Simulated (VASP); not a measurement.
Input of a VASP 6.6.1 run:

INCAR

```
PREC = Accurate
ENCUT = 520
EDIFF = 1E-6
ISMEAR = -1
SIGMA = 0.1
LREAL = F
LASPH = T
NELM = 100
ALGO = Normal
ISIF = 2
LWAVE = F
LCHARG = F
NBANDS = 12
```

KPOINTS

```
Automatic mesh
0
Gamma
  14 14 14
```

Contents of POSCAR:

```
Cd
1.0
   -1.7637777418      1.7637777418      1.7637777418
    1.7637777418     -1.7637777418      1.7637777418
    1.7637777418      1.7637777418     -1.7637777418
Cd
1
Direct
    0.0000000000      0.0000000000      0.0000000000
```

Potentials or basis: VASP PAW LDA potentials, release 64 (Cd).

Launch:

```sh
$ cat potpaw_LDA.64/Cd/POTCAR > POTCAR
$ mpirun -np 1 vasp_std > vasp.out
```

Q: Predict the pressure.

A: -3.6 GPa.

Q: Predict the band gap on the k mesh.

A: Zero (band 6 reaches 5.99 eV, above the bottom of band 7 at 1.65 eV).
